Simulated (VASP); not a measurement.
# In in VASP: notebook

In is run at these levels: PBEsol; tasks: single point.

All numbers are computed with VASP 6.6.1; they aren't measurements. Logs are shortened: lines on timing, memory, paths and dates and some standing lists are left out, and cuts for length are marked.

**1. The cell of the first run**

It takes space group P6_3/mmc (No. 194, hexagonal). The conventional cell has a = 3.386 Å, b = 3.386 Å, c = 10.871 Å, α = 90.00°, β = 90.00°, γ = 120.00°. In (site symmetry -6m2) has 12 In at 3.35 to 3.39 Å within 4.4 Å. In (site symmetry -3m) has 12 In at 3.35 to 3.39 Å within 4.4 Å.

**2. Single point, PBEsol (volume scaled by 1.02)**

INCAR

```
PREC = Accurate ; ENCUT = 520
EDIFF = 1E-6 ; ISMEAR = -1
SIGMA = 0.05 ; LREAL = F
LASPH = T ; NELM = 100
ALGO = Fast ; ISIF = 2
LWAVE = F ; LCHARG = F
GGA = PS ; NBANDS = 34
```

KPOINTS

```
Automatic mesh
0
Gamma
  9 9 3
```

POSCAR

```
In
1.0
    3.3861216239      0.0000000000      0.0000000000
   -1.6930608120      2.9324673466      0.0000000000
    0.0000000000      0.0000000000     10.8712316918
In
4
Direct
    0.6666666667      0.3333333333      0.7500000000
    0.0000000000      0.0000000000      0.5000000000
    0.3333333333      0.6666666667      0.2500000000
    0.0000000000      0.0000000000      0.0000000000
```

Potentials or basis: VASP PAW PBE potentials, release 64 (In_d).

On the command line:

```sh
> cat potpaw_PBE.64/In_d/POTCAR > POTCAR
> mpirun -np 1 vasp_std > vasp.out
```

OUTCAR:

```text
PREC = Accurate
   ENCUT = 520
   EDIFF = 1E-6
   ISMEAR = -1
   LREAL = F
   LASPH = T
   NELM = 100
   ISIF = 2
   GGA = PS

 ion  position               nearest neighbor table
   1  0.667  0.333  0.750-   2 3.35   4 3.35   2 3.35   4 3.35   2 3.35   4 3.35
   2  0.000  0.000  0.500-   1 3.35   3 3.35   1 3.35   3 3.35   1 3.35   3 3.35
   3  0.333  0.667  0.250-   2 3.35   4 3.35   2 3.35   4 3.35   2 3.35   4 3.35
   4  0.000  0.000  0.000-   1 3.35   3 3.35   1 3.35   3 3.35   1 3.35   3 3.35

  LATTYP: Found a hexagonal cell.
 ALAT       =     3.3861216239
 C/A-ratio  =     3.2105260529

  Lattice vectors:

 A1 = (   3.3861216239,   0.0000000000,   0.0000000000)
 A2 = (  -1.6930608120,   2.9324673466,   0.0000000000)
 A3 = (   0.0000000000,   0.0000000000,  10.8712316918)

Analysis of symmetry for initial positions (statically):
=====================================================================
 Subroutine PRICEL returns:
 Original cell was already a primitive cell.

 Routine SETGRP: Setting up the symmetry group for a
 hexagonal supercell.

 Subroutine GETGRP returns: Found 24 space group operations
 (whereof 12 operations were pure point group operations)
 out of a pool of 24 trial point group operations.

The static configuration has the point symmetry D_3d.
 The point group associated with its full space group is D_6h.

Analysis of symmetry for dynamics (positions and initial velocities):
=====================================================================
 Subroutine PRICEL returns:
 Original cell was already a primitive cell.

 Routine SETGRP: Setting up the symmetry group for a
 hexagonal supercell.

 Subroutine GETGRP returns: Found 24 space group operations
 (whereof 12 operations were pure point group operations)
 out of a pool of 24 trial point group operations.

The dynamic configuration has the point symmetry D_3d.
 The point group associated with its full space group is D_6h.

 Subroutine INISYM returns: Found 24 space group operations
 (whereof 12 operations are pure point group operations),
 and found     1 'primitive' translations

----------------------------------------------------------------------------------------

                                     Primitive cell

  volume of cell :     107.9480

  direct lattice vectors                    reciprocal lattice vectors
     3.386121624  0.000000000  0.000000000     0.295323119  0.170504882  0.000000000
    -1.693060812  2.932467347  0.000000000     0.000000000  0.341009765  0.000000000
     0.000000000  0.000000000 10.871231692     0.000000000  0.000000000  0.091985897

  length of vectors
     3.386121624  3.386121624 10.871231692     0.341009765  0.341009765  0.091985897

  position of ions in fractional coordinates (direct lattice)
     0.666666667  0.333333333  0.750000000
     0.000000000  0.000000000  0.500000000
     0.333333333  0.666666667  0.250000000
     0.000000000  0.000000000  0.000000000

  ion indices of the primitive-cell ions
   primitive index   ion index
                 1           1
                 2           2
                 3           3
                 4           4

----------------------------------------------------------------------------------------

 KPOINTS: Automatic mesh

Automatic generation of k-mesh.
 Grid dimensions read from file:
 generate k-points for:    9    9    3

 Generating k-lattice:

  Cartesian coordinates                     Fractional coordinates (reciprocal lattice)
     0.032813680  0.018944987  0.000000000     0.111111111  0.000000000  0.000000000
     0.000000000  0.037889974  0.000000000     0.000000000  0.111111111  0.000000000
     0.000000000  0.000000000  0.030661966     0.000000000  0.000000000  0.333333333

  Length of vectors
     0.037889974  0.037889974  0.030661966

  Shift w.r.t. Gamma in fractional coordinates (k-lattice)
     0.000000000  0.000000000  0.000000000

 Subroutine IBZKPT returns following result:
 ===========================================

 Found     24 irreducible k-points:

 Following reciprocal coordinates:
            Coordinates               Weight
  0.000000  0.000000  0.000000      1.000000
  0.111111  0.000000  0.000000      6.000000
  0.222222 -0.000000  0.000000      6.000000
  0.333333  0.000000  0.000000      6.000000
  0.444444 -0.000000  0.000000      6.000000
  0.111111  0.111111  0.000000      6.000000
[... 16 lines left out ...]
  0.333333  0.222222  0.333333     24.000000
  0.333333  0.333333  0.333333      4.000000
   k-points           NKPTS =     24   k-points in BZ     NKDIM =     24   number of bands    NBANDS=     34
   number of dos      NEDOS =    301   number of ions     NIONS =      4
   total plane-waves  NPLWV =  65856
   dimension x,y,z NGX =    28 NGY =   28 NGZ =   84
   dimension x,y,z NGXF=    56 NGYF=   56 NGZF=  168
   ions per type =               4
   NGX,Y,Z   is equivalent  to a cutoff of  13.75, 13.75, 12.85 a.u.
   NGXF,Y,Z  is equivalent  to a cutoff of  27.49, 27.49, 25.69 a.u.
 SYSTEM =  unknown system
   PREC   = accura    normal or accurate (medium, high low for compatibility)
   ISTART =      0    job   : 0-new  1-cont  2-samecut
   ICHARG =      2    charge: 1-file 2-atom 10-const
   ISPIN  =      1    spin polarized calculation?
   LNONCOLLINEAR =      F non collinear calculations
   LSORBIT =      F    spin-orbit coupling
   LASPH  =      T    aspherical Exc in radial PAW
   ENCUT  =  520.0 eV  38.22 Ry    6.18 a.u.   6.30  6.30 20.21*2*pi/ulx,y,z
   NELM   =    100;   NELMIN=  2; NELMDL= -5     # of ELM steps
   EDIFF  = 0.1E-05   stopping-criterion for ELM
   LREAL  =      F    real-space projection
   EDIFFG = 0.1E-04   stopping-criterion for IOM
   NSW    =      0    number of steps for IOM
   IBRION =     -1    ionic relax: 0-MD 1-quasi-New 2-CG
   NFREE  =      0    steps in history (QN), initial steepest desc. (CG)
   ISIF   =      2    stress and relaxation
   ISYM   =      2    0-nonsym 1-usesym 2-fastsym
   POTIM  = 0.5000    time-step for ionic-motion
   TEBEG  =    0.0;   TEEND  =   0.0 temperature during run
   PSTRESS=    0.0 pullay stress
   NELECT =      52.0000    total number of electrons
   NUPDOWN=      -1.0000    fix difference up-down
   EMIN   =  10.00;   EMAX   =-10.00  energy-range for DOS
   EFERMI =   0.00;   METHOD = LEGACY
   ISMEAR =    -1;   SIGMA  =   0.05  broadening in eV -4-tet -1-fermi 0-gaus
   EFERMI_NEDOS =   21; number of points for ismear=-14 and -15
   IALGO  =     68    algorithm
   IMIX   =      4    mixing-type and parameters
     AMIX     =   0.40;   BMIX     =  1.00
     AMIX_MAG =   1.60;   BMIX_MAG =  1.00
  volume/ion in A,a.u.               =      26.99       182.12
  Fermi-wavevector in a.u.,A,eV,Ry     =   1.283328  2.425139 22.407865  1.646932
  Thomas-Fermi vector in A             =   2.415588
   LORBIT       =      0    0 simple, 1 ext, 2 COOP (PROOUT), +10 PAW based schemes
   GGA     = PS    functional components
   LHFCALC =     F    Hartree Fock is set to
   AEXX    =    0.0000 exact exchange contribution
   IVDW    =     0    specifies the selected vdW correction
   LEPSILON=     F    determine dielectric tensor
   LRPA    =     F    only Hartree local field effects (RPA)
 non-spin polarized calculation
 RMM-DIIS sequential band-by-band and
  energy-cutoff  :      520.00
  volume of cell :      107.95
 maximum number of plane-waves:      2926
 NGX is ok and might be reduce to    28
   NGX = 13   NGY = 13   NGZ = 41

 number of electron      51.9999987 magnetization

 Free energy of the ion-electron system (eV)
  ---------------------------------------------------
  ext. energy  EPLUGINS =         0.00000000
  ---------------------------------------------------
  free energy    TOTEN  =       -11.87910540 eV

  energy without entropy =      -11.85573137  energy(sigma->0) =      -11.86741838

 E-fermi :   6.9839     XC(G=0): -10.2587

 val. band max:        6.9832552564   @ k =   0.2222   0.2222   0.0000
 cond. band min:       7.0023748938   @ k =   0.3333   0.2222   0.3333
 fundamental gap:      0.0191196375
 Fermi energy:         6.9838933316

 k-point     1 :       0.0000    0.0000    0.0000
  band No.  band energies     occupation
      1      -7.5613      2.00000
      2      -7.5274      2.00000
      3      -7.5142      2.00000
      4      -7.5142      2.00000
      5      -7.5016      2.00000
      6      -7.4923      2.00000
[... 26 lines left out ...]
     33      15.9147      0.00000
     34      16.9501      0.00000

 k-point     2 :       0.1111    0.0000    0.0000
  band No.  band energies     occupation
      1      -7.5523      2.00000
      2      -7.5306      2.00000
      3      -7.5222      2.00000
      4      -7.5085      2.00000
      5      -7.4963      2.00000
      6      -7.4915      2.00000
[... 26 lines left out ...]
     33      15.1600      0.00000
     34      15.7152      0.00000

 k-point     3 :       0.2222   -0.0000    0.0000
  band No.  band energies     occupation
      1      -7.5940      2.00000
      2      -7.5602      2.00000
      3      -7.5454      2.00000
      4      -7.5043      2.00000
      5      -7.4923      2.00000
      6      -7.4657      2.00000
[... 26 lines left out ...]
     33      13.9218      0.00000
     34      13.9458      0.00000

 k-point     4 :       0.3333    0.0000    0.0000
  band No.  band energies     occupation
      1      -7.6487      2.00000
      2      -7.5962      2.00000
      3      -7.5738      2.00000
      4      -7.5570      2.00000
      5      -7.5224      2.00000
      6      -7.4842      2.00000
[... 26 lines left out ...]
     33      12.9558      0.00000
     34      13.2212      0.00000

 k-point     5 :       0.4444   -0.0000    0.0000
  band No.  band energies     occupation
      1      -7.6830      2.00000
      2      -7.6281      2.00000
      3      -7.5893      2.00000
      4      -7.5850      2.00000
      5      -7.5605      2.00000
      6      -7.5023      2.00000
[... 621 lines left out ...]
 k-point    22 :       0.2222    0.2222    0.3333
  band No.  band energies     occupation
      1      -7.5808      2.00000
      2      -7.5602      2.00000
      3      -7.5570      2.00000
      4      -7.5337      2.00000
      5      -7.4995      2.00000
      6      -7.4913      2.00000
[... 26 lines left out ...]
     33      10.6824      0.00000
     34      11.2190      0.00000

 k-point    23 :       0.3333    0.2222    0.3333
  band No.  band energies     occupation
      1      -7.5972      2.00000
      2      -7.5913      2.00000
      3      -7.5384      2.00000
      4      -7.5262      2.00000
      5      -7.5004      2.00000
      6      -7.4923      2.00000
[... 26 lines left out ...]
     33      10.3689      0.00000
     34      11.5672      0.00000

 k-point    24 :       0.3333    0.3333    0.3333
  band No.  band energies     occupation
      1      -7.5923      2.00000
      2      -7.5923      2.00000
      3      -7.5338      2.00000
      4      -7.4945      2.00000
      5      -7.4726      2.00000
      6      -7.4726      2.00000
[... 26 lines left out ...]
     33      11.2424      0.00000
     34      11.8701      0.00000

------------------------ aborting loop because EDIFF is reached ----------------------------------------

  FORCE on cell =-STRESS in cart. coord.  units (eV):
  Direction    XX          YY          ZZ          XY          YZ          ZX
  --------------------------------------------------------------------------------------
  -------------------------------------------------------------------------------------
  Total       -1.5250644     -1.5250644     -1.1200085      0.0000000      0.0000000      0.0000000
  in kB      -22.6351974    -22.6351974    -16.6233062      0.0000000      0.0000000      0.0000000
  external PRESSURE =     -20.6312337 kB  Pullay stress =       0.0000000 kB

 VOLUME and BASIS-vectors are now :
 -----------------------------------------------------------------------------
  energy-cutoff  :      520.00
  volume of cell :      107.95
      direct lattice vectors                 reciprocal lattice vectors
     3.386121624  0.000000000  0.000000000     0.295323119  0.170504882  0.000000000
    -1.693060812  2.932467347  0.000000000     0.000000000  0.341009765  0.000000000
     0.000000000  0.000000000 10.871231692     0.000000000  0.000000000  0.091985897

 POSITION                                       TOTAL-FORCE (eV/Angst)
 -----------------------------------------------------------------------------------
      1.69306      0.97749      8.15342         0.000000     -0.000000      0.000000
      0.00000      0.00000      5.43562        -0.000000      0.000000      0.000000
     -0.00000      1.95498      2.71781        -0.000000      0.000000     -0.000000
      0.00000      0.00000      0.00000        -0.000000      0.000000      0.000000
 -----------------------------------------------------------------------------------
    total drift:                                0.000000     -0.000000      0.000000

  FREE ENERGIE OF THE ION-ELECTRON SYSTEM (eV)
  ---------------------------------------------------
  free  energy   TOTEN  =       -11.8791053951 eV

  energy  without entropy=      -11.8557313676  energy(sigma->0) =      -11.86741838
```

Run time: 4.1 min. Hardware: 1 thread of AMD EPYC 7R13, shared host; peak memory 0.23 GiB.

Results:

- Free energy: -11.8791 eV
- Pressure: -2.1 GPa
- Band gap on the k mesh: zero (band 26 reaches 10.72 eV, above the bottom of band 27 at 6.03 eV)

Caveat: the PAW data sets were made with another functional, which shifts forces and pressure a little; spin-orbit coupling is left out, which moves the levels of the heavy elements.

**3. Single point, PBEsol (volume scaled by 1.04)**

INCAR

```
  PREC = Accurate
  ENCUT = 520
  EDIFF = 1E-6
  ISMEAR = -1
  SIGMA = 0.05
  LREAL = F
  LASPH = T
  NELM = 80
  ALGO = Fast
  ISIF = 2
  LWAVE = F
  LCHARG = T
  GGA = PS
  LELF = T
  LVHAR = T
  NBANDS = 34
```

KPOINTS

```
regular mesh
0
Gamma
  9 9 3
```

POSCAR

```
In
1.0
    3.4081100428      0.0000000000      0.0000000000
   -1.7040550214      2.9515098759      0.0000000000
    0.0000000000      0.0000000000     10.9418260834
In
4
Direct
    0.6666666667      0.3333333333      0.7500000000
    0.0000000000      0.0000000000      0.5000000000
    0.3333333333      0.6666666667      0.2500000000
    0.0000000000      0.0000000000      0.0000000000
```

Potentials or basis: VASP PAW PBE potentials, release 64 (In_d).

On the command line:

```sh
> cat potpaw_PBE.64/In_d/POTCAR > POTCAR
> mpirun -np 1 vasp_std > vasp.out
```

Wall time 4.5 min (1 thread of AMD EPYC 7R13, shared host); peak memory 0.24 GiB.

Results (log left out):

```
Free energy            : -11.8491 eV
Pressure               : -2.7 GPa
Band gap on the k mesh : zero (band 26 reaches 10.44 eV, above the bottom of band 27 at 5.85 eV)
```

Stress tensor (GPa, compression positive):
```
-2.87  0.00  0.00
 0.00 -2.87  0.00
 0.00  0.00 -2.32
```

Levels at points of the mesh, in eV from the Fermi level:
| k point | band 23 | band 24 | band 25 | band 26 | band 27 | band 28 |
| --- | --- | --- | --- | --- | --- | --- |
| (0.00, 0.00, 0.00) | -7.82 | -4.11 | -3.09 | 3.26 | 3.27 | 7.82 |

Caveat: the PAW data sets were made with another functional, which shifts forces and pressure a little; spin-orbit coupling is left out, which moves the levels of the heavy elements.

**4. Single point, PBEsol (volume scaled by 1.06)**

INCAR

```
SYSTEM = In
PREC     = Accurate       ! precision mode
ENCUT    = 520            ! plane-wave cutoff, eV
EDIFF    = 1E-6           ! SCF threshold, eV
ISMEAR   = -1             ! smearing method
SIGMA    = 0.05           ! smearing width, eV
LREAL    = .FALSE.        ! projectors in reciprocal space
LASPH    = .TRUE.         ! aspherical terms in the spheres
NELM     = 100            ! most SCF steps
ALGO     = Normal         ! electronic algorithm
ISIF     = 2              ! what is computed and relaxed
LWAVE    = .FALSE.        ! write WAVECAR
LCHARG   = .FALSE.        ! write CHGCAR
GGA      = PS             ! functional
NBANDS   = 34             ! bands
```

KPOINTS

```
regular mesh
0
G
  9 9 3
  0 0 0
```

POSCAR

```
In
1.0
    3.4298183353      0.0000000000      0.0000000000
   -1.7149091677      2.9703098087      0.0000000000
    0.0000000000      0.0000000000     11.0115211223
In
4
Direct
    0.6666666667      0.3333333333      0.7500000000
    0.0000000000      0.0000000000      0.5000000000
    0.3333333333      0.6666666667      0.2500000000
    0.0000000000      0.0000000000      0.0000000000
```

On the command line:

```sh
> cat potpaw_PBE.64/In_d/POTCAR > POTCAR
> mpirun -np 1 vasp_std > vasp.out
```

Run time: 2.8 min. Hardware: 1 thread of AMD EPYC 7R13, shared host; peak memory 0.23 GiB.

It converged, with:

```yaml
Free_energy: -11.8115 eV
Pressure: -3.2 GPa
Band_gap_on_the_k_mesh: zero (band 26 reaches 10.16 eV, above the bottom of band 27 at 5.67 eV)
```

Stress tensor (GPa, compression positive):
```
-3.35  0.00  0.00
 0.00 -3.35  0.00
 0.00  0.00 -2.88
```

Levels at points of the mesh, in eV from the Fermi level:
```
           k point  band 23  band 24  band 25  band 26  band 27  band 28
(0.00, 0.00, 0.00)    -7.72    -4.10    -3.01     3.21     3.22     7.70
```

Caveat: the PAW data sets were made with another functional, which shifts forces and pressure a little; spin-orbit coupling is left out, which moves the levels of the heavy elements.

**5. Single point, PBEsol (atoms moved at random)**

INCAR

```
PREC = Accurate
ENCUT = 520
EDIFF = 1E-6
ISMEAR = -1
SIGMA = 0.05
LREAL = F
LASPH = T
NELM = 80
ALGO = Fast
ISIF = 2
LWAVE = F
LCHARG = F
GGA = PS
NBANDS = 34
```

KPOINTS

```
Automatic mesh
0
Gamma
  9 9 3
```

POSCAR

```
In
1.0
    3.3638438630      0.0000000000      0.0000000000
   -1.6819219315      2.9131742397      0.0000000000
    0.0000000000      0.0000000000     10.7997083600
In
4
Direct
    0.6634310000      0.3428250000      0.7498600000
   -0.0023700000     -0.0185920000      0.4996680000
    0.3263380000      0.6630610000      0.2460080000
   -0.0038090000     -0.0087600000     -0.0001770000
```

On the command line:

```sh
> cat potpaw_PBE.64/In_d/POTCAR > POTCAR
> mpirun -np 1 vasp_std > vasp.out
```

Wall time 19 min (1 thread of AMD EPYC 7R13, shared host); peak memory 0.42 GiB.

It converged, with:

| Quantity | Value |
| --- | --- |
| Free energy | -11.8979 eV |
| Pressure | -1.4 GPa |
| Largest force | 0.095 eV/Å |
| Band gap on the k mesh | zero (band 26 reaches 11.01 eV, above the bottom of band 27 at 6.21 eV) |

Forces in eV/Å, atoms in the order of the input:
```
In   0.004 -0.009  0.020
In  -0.005  0.008 -0.055
In   0.005 -0.005  0.094
In  -0.004  0.006 -0.059
```

Stress tensor (GPa, compression positive):
```
-1.66  0.02  0.00
 0.02 -1.52  0.00
 0.00  0.00 -0.91
```

Levels at points of the mesh, in eV from the Fermi level:
| k point | band 22 | band 23 | band 24 | band 25 | band 26 | band 27 | band 28 | band 29 | band 30 | band 31 |
| --- | --- | --- | --- | --- | --- | --- | --- | --- | --- | --- |
| (0.00, 0.00, 0.00) | -8.10 | -8.00 | -4.12 | -3.26 | 3.32 | 3.42 | 8.04 | 8.10 | 8.92 | 8.94 |

Caveat: the cell differs from its parent crystal (atoms moved at random); the PAW data sets were made with another functional, which shifts forces and pressure a little; spin-orbit coupling is left out, which moves the levels of the heavy elements.

**6. Summary**

| cell | gap on the mesh (eV) | pressure (GPa) |
| --- | --- | --- |
| a = 3.386, b = 3.386, c = 10.871 Å, angles 90.0, 90.0, 120.0°, 4 atoms | none | -2.1 |
| a = 3.408, b = 3.408, c = 10.942 Å, angles 90.0, 90.0, 120.0°, 4 atoms | none | -2.7 |
| a = 3.430, b = 3.430, c = 11.012 Å, angles 90.0, 90.0, 120.0°, 4 atoms | none | -3.2 |
| a = 3.364, b = 3.364, c = 10.800 Å, angles 90.0, 90.0, 120.0°, 4 atoms | none | -1.4 |

Alike in all rows: task single point; level PBEsol; potentials or basis VASP PAW PBE potentials, release 64 (In_d); no spin polarisation; k mesh 9 × 9 × 3; cutoff (eV) 520; smearing fermi-dirac 0.05 eV.

Caveats: the PAW data sets were made with another functional, which shifts forces and pressure a little; spin-orbit coupling is left out, which moves the levels of the heavy elements.

Absolute energies hang on the potentials; compare differences alone.
